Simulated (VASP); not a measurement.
Here is a VASP 6.6.1 calculation.

INCAR

```
SYSTEM = Pb
PREC = Accurate
ENCUT = 520
EDIFF = 1E-8
ISMEAR = -1
SIGMA = 0.05
LREAL = .FALSE.
LASPH = .TRUE.
NELM = 100
ALGO = Normal
ISIF = 2
LWAVE = .FALSE.
LCHARG = .FALSE.
GGA = PE
LEFG = .TRUE.
NBANDS = 21
```

The input KPOINTS:

```
regular mesh
0
G
  12 12 7
  0 0 0
```

File POSCAR:

```
Pb
1.0
    3.4800006906      0.0000000000      0.0000000000
   -1.7400003453      3.0137690032      0.0000000000
    0.0000000000      0.0000000000      5.4223000000
Pb
2
Direct
    0.3333333333      0.6666666667      0.2500000000
    0.6666666667      0.3333333333      0.7500000000
```

Potentials or basis: VASP PAW PBE potentials, release 64 (Pb_d).

The run is started by

```sh
$ cat potpaw_PBE.64/Pb_d/POTCAR > POTCAR
$ mpirun -np 1 vasp_std > vasp.out
```

**Question.** Predict the pressure.

**Answer.** 5.7 GPa.

**Question.** What does it give for the band gap on the k mesh?

**Answer.** Zero (band 14 reaches 13.49 eV, above the bottom of band 15 at 5.85 eV).

Electric field gradients, principal values (V/Å²):
| atom | least | middle | greatest (by size) |
| --- | --- | --- | --- |
| 1 Pb | 14.721 | 14.721 | -29.442 |
| 2 Pb | 14.721 | 14.721 | -29.442 |

Caveat: the cell differs from its parent crystal (zz strain of -3 %); without QUAD_EFG the Cq values of the log hold for a quadrupole moment of 1 mb, not for the nuclei; spin-orbit coupling is left out, which moves the levels of the heavy elements.
